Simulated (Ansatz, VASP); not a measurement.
GaP: VASP beside Ansatz

Contents of INCAR:

```
SYSTEM = GaP
PREC = Accurate ; ENCUT = 520
EDIFF = 1E-7 ; ISMEAR = 0
SIGMA = 0.05 ; LREAL = .False.
LASPH = .True. ; NELM = 60
ALGO = Normal ; ISIF = 2
LWAVE = .False. ; LCHARG = .False.
GGA = PE ; NBANDS = 16
```

Contents of KPOINTS:

```
Automatic mesh
0
Gamma
  10 10 10
  0 0 0
```

POSCAR

```
GaP
1.0
    0.0000000000      2.6798731968      2.7525402597
    2.7525402597      0.0000000000      2.7525402597
    2.7525402597      2.6798731968      0.0000000000
Ga P
1 1
Direct
    0.0000000000      0.0000000000      0.0000000000
    0.7500000000      0.7500000000      0.7500000000
```

Input for Ansatz:

```yaml
crystal:
  lattice:
    - [0.0, 2.6798731968, 2.7525402597]
    - [2.7525402597, 0.0, 2.7525402597]
    - [2.7525402597, 2.6798731968, 0.0]
  atoms:
    - { symbol: Ga, position: [0.0, 0.0, 0.0] }
    - { symbol: P, position: [0.75, 0.75, 0.75] }
basis:
  ecutwfc: 420
kpoints:
  mp_grid: { grid: [10, 10, 10] }
hamiltonian:
  xc: pbe
  pseudopotentials: { kind: paw, azcp: { folder: soft_1 } }
scf:
  occupations: { method: gaussian, width: 0.05 }
output:
  forces: true
  stress: true
  eigenvalues: true
```

Alike in both runs: task single point; functional PBE; k mesh 10 × 10 × 10; occupations gaussian, width 0.05 eV; no spin polarisation.

```csv
,VASP,Ansatz
version,VASP 6.6.1,Ansatz 0.2.0
potentials or method,"VASP PAW PBE potentials, release 64 (Ga_d, P), cutoff 520 eV","scalar-relativistic, plane waves, PAW"
valence electrons in the cell,18,18
```

```csv
,VASP,Ansatz,Ansatz less VASP
gap on the k mesh at the Fermi level (eV),1.36,1.36,+0.001
least direct gap on the mesh (eV),1.70,1.70,+0.003
pressure (GPa),2.2,2.2,+0.04
"traceless stress, the component that is largest in VASP (GPa)",1.24,1.24,-0.002
```
